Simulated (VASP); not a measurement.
## Se: single point with PBE+D3(BJ)

Se:

```
Se
1.0
     5.42738    3.13350    1.48022
    -5.42738    3.13350    1.48022
     0.00000   -6.26700    1.48022
Se
6
Direct
  0.83087 0.69606 0.08424
  0.69606 0.08424 0.83087
  0.08424 0.83087 0.69606
  0.16913 0.30394 0.91576
  0.30394 0.91576 0.16913
  0.91576 0.16913 0.30394
```

```
Program             : VASP 6.6.1
Task                : single point
Functional          : PBE
Dispersion          : D3(BJ)
Potentials or basis : VASP PAW PBE potentials, release 64 (Se)
Cutoff              : 520 eV
k mesh              : 9 × 9 × 9
Occupations         : gaussian, width 0.02 eV
Spin                : no spin polarisation
```

```json
{"Pressure": "0.1 GPa", "Largest force": "0.020 eV/Å", "Band gap on the k mesh": "0.99 eV (least direct gap 1.04 eV)", "Dispersion energy per atom": "-0.344 eV"}
```

Forces on the atoms (eV/Å):
```
Se   0.003 -0.013 -0.014
Se  -0.013  0.004 -0.014
Se   0.010  0.009 -0.014
Se  -0.003  0.013  0.014
Se   0.013 -0.004  0.014
Se  -0.010 -0.009  0.014
```

Stress tensor (GPa, compression positive):
```
0.13 0.00 0.00
0.00 0.13 0.00
0.00 0.00 0.04
```

Levels at points of the mesh, in eV from the valence-band top:
```tsv
k point	band 16	band 17	band 18	band 19	band 20	band 21
(0.00, 0.00, 0.00)	-0.90	-0.55	-0.55	2.00	2.00	2.38
```

Run time: 5.9 min on 1 thread of Intel(R) Xeon(R) Platinum 8375C CPU @ 2.90GHz (Ice Lake), on a shared host, peak memory 0.55 GiB.

Caveat: an odd mesh through Γ misses points on the zone boundary, where band edges can lie.
